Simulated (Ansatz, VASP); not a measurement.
## ZnSe in VASP and in Ansatz

The input INCAR:

```
SYSTEM = ZnSe
ALGO = Normal
EDIFF = 1E-7
ENCUT = 520
GGA = PE
ISIF = 2
ISMEAR = 0
LASPH = .TRUE.
LCHARG = .TRUE.
LELF = .TRUE.
LREAL = .FALSE.
LVHAR = .TRUE.
LWAVE = .FALSE.
NBANDS = 16
NELM = 80
PREC = Accurate
SIGMA = 0.05
```

The input KPOINTS:

```
k-points
0
G
  8 8 8
  0 0 0
```

File POSCAR:

```
ZnSe
1.0
    0.0000000000      2.7878869744      2.7878869744
    2.7878869744      0.0000000000      2.7878869744
    2.7878869744      2.7878869744      0.0000000000
Zn Se
1 1
Direct
    0.0000000000      0.0000000000      0.0000000000
    0.2500000000      0.2500000000      0.2500000000
```

Input for Ansatz:

```yaml
crystal:
  lattice:
    - [0.0, 2.7878869744, 2.7878869744]
    - [2.7878869744, 0.0, 2.7878869744]
    - [2.7878869744, 2.7878869744, 0.0]
  atoms:
    - { symbol: Zn, position: [0.0, 0.0, 0.0] }
    - { symbol: Se, position: [0.25, 0.25, 0.25] }
basis:
  ecutwfc: 420
  ecutrho_ratio: 4
kpoints:
  mp_grid: { grid: [8, 8, 8] }
hamiltonian:
  xc: pbe
scf:
  occupations: { method: gaussian, width: 0.05 }
output:
  forces: true
  stress: true
  eigenvalues: true
```

Alike in both runs: task single point; functional PBE; k mesh 8 × 8 × 8; occupations gaussian, width 0.05 eV; no spin polarisation.

```csv
,VASP,Ansatz
version,VASP 6.6.1,Ansatz 0.2.0
potentials or method,"VASP PAW PBE potentials, release 64 (Zn, Se), cutoff 520 eV","scalar-relativistic, plane waves, PAW"
valence electrons in the cell,18,28
```

Ansatz gave:

* gap on the k mesh at the Fermi level (eV): 1.49
* least direct gap on the mesh (eV): 1.49
* pressure (GPa): 5.7

Problem. What did VASP give for the same quantities?

Solution. gap on the k mesh at the Fermi level (eV): 1.49; least direct gap on the mesh (eV): 1.49; pressure (GPa): 6.0.

VASP's potentials hold 18 valence electrons a cell and Ansatz's 28, so a difference there can come from the potentials and not from the codes.
